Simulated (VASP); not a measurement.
# Al (R-3m) in VASP: single point with PBE+D3(BJ)

Aim: the single point of Al with PBE+D3(BJ).

All numbers are computed with VASP 6.6.1; they aren't measurements. Logs are shortened: lines on timing, memory, paths and dates and some standing lists are left out, and cuts for length are marked.

## 1. The cell of the first run

Symmetry: R-3m, No. 166, trigonal system. Conventional cell: a = 2.804 Å, b = 2.804 Å, c = 42.076 Å, α = 90.00°, β = 90.00°, γ = 120.00°. Al (site symmetry 3m) has 10 Al at 2.34 to 2.84 Å within 3.1 Å. Al (site symmetry 3m) has 12 Al at 2.80 to 2.84 Å within 3.7 Å. Al (site symmetry 3m) has 12 Al at 2.80 to 2.84 Å within 3.7 Å.

## 2. Single point, PBE+D3(BJ)

File INCAR:

```
SYSTEM = Al
PREC     = Accurate       ! precision mode
ENCUT    = 520            ! plane-wave cutoff, eV
EDIFF    = 1E-7           ! SCF threshold, eV
ISMEAR   = 0              ! smearing method
SIGMA    = 0.15           ! smearing width, eV
LREAL    = .False.        ! projectors in reciprocal space
LASPH    = .True.         ! aspherical terms in the spheres
NELM     = 60             ! most SCF steps
ALGO     = Fast           ! electronic algorithm
ISIF     = 2              ! what is computed and relaxed
LWAVE    = .False.        ! write WAVECAR
LCHARG   = .False.        ! write CHGCAR
GGA      = PE             ! functional
IVDW     = 12             ! dispersion correction
NBANDS   = 18             ! bands
ISYM     = 0
```

File KPOINTS:

```
regular mesh
0
Gamma
  18 18 3
  0 0 0
```

File POSCAR:

```
Al
1.0
   -2.8035700760      0.0000000000      0.0000000000
   -1.4017850380     -2.4279629071      0.0000000000
   -2.8035700760     -1.6186419381     14.0252688885
Al
6
Direct
    0.6111000000      0.6111000000      0.0833500000
    0.3888777778      0.3888777778      0.4166833333
    0.1666555556      0.1666555556      0.7500166667
   -0.2777888889     -0.2777888889      0.9166833333
    0.1666555556      0.1666555556      0.2500166667
   -0.0555666667     -0.0555666667      0.5833500000
```

Potentials or basis: VASP PAW PBE potentials, release 64 (Al).

On the command line:

```
> cat potpaw_PBE.64/Al/POTCAR > POTCAR
> mpirun -np 1 vasp_std > vasp.out
```

OUTCAR:

```text
SYSTEM = Al
   PREC = Accurate
   ENCUT = 520
   EDIFF = 1E-7
   ISMEAR = 0
   LREAL = .False.
   LASPH = .True.
   NELM = 60
   ISIF = 2
   GGA = PE
   IVDW = 12
   ISYM = 0
 IVDW          = 12

 ion  position               nearest neighbor table
   1  0.611  0.611  0.083-   4 2.34   5 2.84   5 2.84   5 2.84
   2  0.389  0.389  0.417-   5 2.84   5 2.84   5 2.84   6 2.84   6 2.84   6 2.84
   3  0.167  0.167  0.750-   4 2.84   4 2.84   4 2.84   6 2.84   6 2.84   6 2.84
   4  0.722  0.722  0.917-   1 2.34   3 2.84   3 2.84   3 2.84
   5  0.167  0.167  0.250-   2 2.84   2 2.84   2 2.84   1 2.84   1 2.84   1 2.84
   6  0.944  0.944  0.583-   3 2.84   3 2.84   2 2.84   2 2.84   2 2.84   3 2.84

IMPORTANT INFORMATION: All symmetrisations will be switched off!
NOSYMM: (Re-)initialisation of all symmetry stuff for point group C_1.

----------------------------------------------------------------------------------------

                                     Primitive cell

  volume of cell :      95.4695

  direct lattice vectors                    reciprocal lattice vectors
    -2.803570076  0.000000000  0.000000000    -0.356688070  0.205933953 -0.047533254
    -1.401785038 -2.427962907  0.000000000     0.000000000 -0.411867907 -0.047533254
    -2.803570076 -1.618641938 14.025268888     0.000000000  0.000000000  0.071299881

  length of vectors
     2.803570076  2.803570076 14.394032593     0.414601716  0.414601716  0.071299881

  position of ions in fractional coordinates (direct lattice)
     0.611100000  0.611100000  0.083350000
     0.388877778  0.388877778  0.416683333
     0.166655556  0.166655556  0.750016667
     0.722211111  0.722211111  0.916683333
     0.166655556  0.166655556  0.250016667
     0.944433333  0.944433333  0.583350000

  ion indices of the primitive-cell ions
   primitive index   ion index
                 1           1
                 2           2
                 3           3
                 4           4
                 5           5
                 6           6

----------------------------------------------------------------------------------------

 KPOINTS: regular mesh

Automatic generation of k-mesh.
 Grid dimensions read from file:
 generate k-points for:   18   18    3

 Generating k-lattice:

  Cartesian coordinates                     Fractional coordinates (reciprocal lattice)
    -0.019816004  0.011440775 -0.002640736     0.055555556  0.000000000  0.000000000
     0.000000000 -0.022881550 -0.002640736     0.000000000  0.055555556  0.000000000
     0.000000000  0.000000000  0.023766627     0.000000000  0.000000000  0.333333333

  Length of vectors
     0.023033429  0.023033429  0.023766627

  Shift w.r.t. Gamma in fractional coordinates (k-lattice)
     0.000000000  0.000000000  0.000000000

 -----------------------------------------------------------------------------
|                                                                             |
|           W    W    AA    RRRRR   N    N  II  N    N   GGGG   !!!           |
|           W    W   A  A   R    R  NN   N  II  NN   N  G    G  !!!           |
|           W    W  A    A  R    R  N N  N  II  N N  N  G       !!!           |
|           W WW W  AAAAAA  RRRRR   N  N N  II  N  N N  G  GGG   !            |
|           WW  WW  A    A  R   R   N   NN  II  N   NN  G    G                |
|           W    W  A    A  R    R  N    N  II  N    N   GGGG   !!!           |
|                                                                             |
|     Your reciprocal lattice and k-lattice belong to different lattice       |
|     classes:                                                                |
|                                                                             |
|        The reciprocal lattice is rhombohedral (trigonal),                   |
|        whereas your k-lattice is base-centered monoclinic.                  |
|                                                                             |
|     Results are often still useful ...                                      |
|                                                                             |
 -----------------------------------------------------------------------------

 WARNING: IBZKPT: internal override: KBLOWUP is changed to .FALSE.
      ... skipping the blow-up phase ...

 Subroutine IBZKPT returns following result:
 ===========================================

 Found    488 irreducible k-points:

 Following reciprocal coordinates:
            Coordinates               Weight
  0.000000  0.000000  0.000000      1.000000
  0.055556 -0.000000  0.000000      2.000000
  0.111111 -0.000000  0.000000      2.000000
  0.166667 -0.000000  0.000000      2.000000
  0.222222 -0.000000 -0.000000      2.000000
  0.277778  0.000000  0.000000      2.000000
[... 16 lines left out ...]
 -0.333333  0.055556 -0.000000      2.000000
 -0.277778  0.055556 -0.000000      2.000000
 [... further k-points ...]
   k-points           NKPTS =    488   k-points in BZ     NKDIM =    488   number of bands    NBANDS=     18
   number of dos      NEDOS =    301   number of ions     NIONS =      6
   total plane-waves  NPLWV =  62208
   dimension x,y,z NGX =    24 NGY =   24 NGZ =  108
   dimension x,y,z NGXF=    48 NGYF=   48 NGZF=  216
   ions per type =               6
   NGX,Y,Z   is equivalent  to a cutoff of  14.23, 14.23, 12.47 a.u.
   NGXF,Y,Z  is equivalent  to a cutoff of  28.46, 28.46, 24.95 a.u.
 SYSTEM =  Al
   PREC   = accura    normal or accurate (medium, high low for compatibility)
   ISTART =      0    job   : 0-new  1-cont  2-samecut
   ICHARG =      2    charge: 1-file 2-atom 10-const
   ISPIN  =      1    spin polarized calculation?
   LNONCOLLINEAR =      F non collinear calculations
   LSORBIT =      F    spin-orbit coupling
   LASPH  =      T    aspherical Exc in radial PAW
   ENCUT  =  520.0 eV  38.22 Ry    6.18 a.u.   5.21  5.21 26.76*2*pi/ulx,y,z
   NELM   =     60;   NELMIN=  2; NELMDL= -5     # of ELM steps
   EDIFF  = 0.1E-06   stopping-criterion for ELM
   LREAL  =      F    real-space projection
   EDIFFG = 0.1E-05   stopping-criterion for IOM
   NSW    =      0    number of steps for IOM
   IBRION =     -1    ionic relax: 0-MD 1-quasi-New 2-CG
   NFREE  =      0    steps in history (QN), initial steepest desc. (CG)
   ISIF   =      2    stress and relaxation
   ISYM   =      0    0-nonsym 1-usesym 2-fastsym
   POTIM  = 0.5000    time-step for ionic-motion
   TEBEG  =    0.0;   TEEND  =   0.0 temperature during run
   PSTRESS=    0.0 pullay stress
   NELECT =      18.0000    total number of electrons
   NUPDOWN=      -1.0000    fix difference up-down
   EMIN   =  10.00;   EMAX   =-10.00  energy-range for DOS
   EFERMI =   0.00;   METHOD = LEGACY
   ISMEAR =     0;   SIGMA  =   0.15  broadening in eV -4-tet -1-fermi 0-gaus
   EFERMI_NEDOS =   21; number of points for ismear=-14 and -15
   IALGO  =     68    algorithm
   IMIX   =      4    mixing-type and parameters
     AMIX     =   0.40;   BMIX     =  1.00
     AMIX_MAG =   1.60;   BMIX_MAG =  1.00
  volume/ion in A,a.u.               =      15.91       107.38
  Fermi-wavevector in a.u.,A,eV,Ry     =   0.938737  1.773956 11.989833  0.881228
  Thomas-Fermi vector in A             =   2.065979
   LORBIT       =      0    0 simple, 1 ext, 2 COOP (PROOUT), +10 PAW based schemes
   GGA     = PE    functional components
   LHFCALC =     F    Hartree Fock is set to
   AEXX    =    0.0000 exact exchange contribution
   IVDW    =    12    specifies the selected vdW correction
   LEPSILON=     F    determine dielectric tensor
   LRPA    =     F    only Hartree local field effects (RPA)
 non-spin polarized calculation
 RMM-DIIS sequential band-by-band and
 Gauss-broadening in eV      SIGMA  =   0.15
  energy-cutoff  :      520.00
  volume of cell :       95.47
 maximum number of plane-waves:      2596
 NGX is ok and might be reduce to    24
   NGX = 11   NGY = 11   NGZ = 53

 number of electron      18.0000000 magnetization

 Free energy of the ion-electron system (eV)
  ---------------------------------------------------
  ext. energy  EPLUGINS =         0.00000000
  ---------------------------------------------------
  free energy    TOTEN  =       -21.75237646 eV

  energy without entropy =      -21.72503413  energy(sigma->0) =      -21.73870530

 E-fermi :   8.3232     XC(G=0): -10.3227

 val. band max:        8.3188645354   @ k =  -0.4444  -0.3889   0.3333
 cond. band min:       8.3256648711   @ k =  -0.2222   0.3889  -0.0000
 fundamental gap:      0.0068003357
 Fermi energy:         8.3232109274

 k-point     1 :       0.0000    0.0000    0.0000
  band No.  band energies     occupation
      1      -3.0157      2.00000
      2      -2.2909      2.00000
      3      -2.2308      2.00000
      4      -0.0416      2.00000
      5      -0.0297      2.00000
      6       3.5020      2.00000
[... 10 lines left out ...]
     17      20.0117      0.00000
     18      20.0214      0.00000

 k-point     2 :       0.0556   -0.0000    0.0000
  band No.  band energies     occupation
      1      -2.9373      2.00000
      2      -2.2457      2.00000
      3      -2.1199      2.00000
      4      -0.0680      2.00000
      5       0.1502      2.00000
      6       3.4854      2.00000
[... 10 lines left out ...]
     17      19.4580      0.00000
     18      19.6288      0.00000

 k-point     3 :       0.1111   -0.0000    0.0000
  band No.  band energies     occupation
      1      -2.7022      2.00000
      2      -2.0633      2.00000
      3      -1.8346      2.00000
      4       0.0535      2.00000
      5       0.4885      2.00000
      6       3.5611      2.00000
[... 412 lines left out ...]
 k-point    23 :      -0.3333    0.0556   -0.0000
  band No.  band energies     occupation
      1       0.2987      2.00000
      2       0.7643      2.00000
      3       1.3060      2.00000
      4       2.6687      2.00000
      5       3.7213      2.00000
      6       5.8618      2.00000
[... 10 lines left out ...]
     17      14.0255      0.00000
     18      14.2666      0.00000

 k-point    24 :      -0.2778    0.0556   -0.0000
  band No.  band energies     occupation
      1      -0.6198      2.00000
      2      -0.0972      2.00000
      3       0.3411      2.00000
      4       1.8775      2.00000
      5       2.7311      2.00000
      6       5.2139      2.00000
[... 10 lines left out ...]
     17      14.3717      0.00000
     18      14.7685      0.00000

 [... further k-points ...]

------------------------ aborting loop because EDIFF is reached ----------------------------------------

 Edisp (eV)   -2.09613

 E8    (eV) :    -0.9379

  FORCE on cell =-STRESS in cart. coord.  units (eV):
  Direction    XX          YY          ZZ          XY          YZ          ZX
  --------------------------------------------------------------------------------------
  -------------------------------------------------------------------------------------
  Total       0.47266     0.43706     4.15678     0.03083    -0.06951    -0.12039
  in kB       7.93214     7.33471    69.75938     0.51739    -1.16648    -2.02039
  external pressure =       28.34 kB  Pullay stress =        0.00 kB

 VOLUME and BASIS-vectors are now :
 -----------------------------------------------------------------------------
  energy-cutoff  :      520.00
  volume of cell :       95.47
      direct lattice vectors                 reciprocal lattice vectors
    -2.803570076  0.000000000  0.000000000    -0.356688070  0.205933953 -0.047533254
    -1.401785038 -2.427962907  0.000000000     0.000000000 -0.411867907 -0.047533254
    -2.803570076 -1.618641938 14.025268888     0.000000000  0.000000000  0.071299881

 POSITION                                       TOTAL-FORCE (eV/Angst)
 -----------------------------------------------------------------------------------
     -2.80357     -1.61864      1.16901        -0.001898     -0.001096      2.089808
     -2.80357     -1.61864      5.84410        -0.001016     -0.000587      0.017654
     -2.80357     -1.61864     10.51919        -0.002699     -0.001558      0.053765
     -5.60714     -3.23728     12.85673         0.001898      0.001096     -2.089807
     -1.40179     -0.80932      3.50655         0.002699      0.001558     -0.053765
     -5.60714     -3.23728      8.18164         0.001016      0.000587     -0.017655
 -----------------------------------------------------------------------------------
    total drift:                                0.000000      0.000000      0.000000

  FREE ENERGIE OF THE ION-ELECTRON SYSTEM (eV)
  ---------------------------------------------------
  free  energy   TOTEN  =       -23.8485066175 eV

  energy  without entropy=      -23.8211642945  energy(sigma->0) =      -23.83483546
```

Wall time 11 min (1 thread of Intel Xeon Platinum 8488C (Sapphire Rapids), shared host); peak memory 0.67 GiB.

Results:

| Quantity | Value |
| --- | --- |
| Free energy | -23.8485 eV |
| Pressure | 2.8 GPa |
| Largest force | 2.090 eV/Å |
| Band gap on the k mesh | zero (band 9 reaches 11.87 eV, above the bottom of band 10 at 6.75 eV) |
| Dispersion energy per atom | -0.349 eV |

Forces in eV/Å, atoms in the order of the input:
```
Al  -0.002 -0.001  2.090
Al  -0.001 -0.001  0.018
Al  -0.003 -0.002  0.054
Al   0.002  0.001 -2.090
Al   0.003  0.002 -0.054
Al   0.001  0.001 -0.018
```

Stress tensor (GPa, compression positive):
```
 0.79  0.05 -0.20
 0.05  0.73 -0.12
-0.20 -0.12  6.98
```

Caveat: pairwise dispersion overbinds metals, which lowers pressure and volume; forces of over 1 eV/Å act on the atoms, so gaps and moduli don't describe the material at rest.
